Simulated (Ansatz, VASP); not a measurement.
CdS: VASP beside Ansatz

```
CELL_PARAMETERS angstrom
0.00000 2.69596 2.75224
2.69596 0.00000 2.75224
2.69596 2.69596 0.00000
ATOMIC_POSITIONS crystal
Cd 0.00000 0.00000 0.00000
S 0.50000 0.50000 0.50000
```

Change from the starting cell: epitaxial_xy strain -1.1%.

Alike in both runs: task single point; functional r2SCAN; k mesh 8 × 8 × 8; no spin polarisation.

```csv
,VASP,Ansatz
version,VASP 6.6.1,Ansatz 0.2.0
potentials or method,"VASP PAW PBE potentials, release 64 (Cd, S)","plane waves, PAW"
plane-wave cutoff (eV),520,500
occupations,"gaussian, width 0.01 eV",fixed
valence electrons in the cell,18,26
```

```csv
,VASP,Ansatz,Ansatz less VASP
gap on the k mesh at the Fermi level (eV),0.64,0.66,+0.019
pressure (GPa),1.7,1.2,-0.51
"traceless stress, the component that is largest in VASP (GPa)",-1.26,-1.21,+0.053
```

VASP's potentials were made for PBE, not for r2SCAN. VASP's potentials hold 18 valence electrons a cell and Ansatz's 26, so a difference there can come from the potentials and not from the codes.
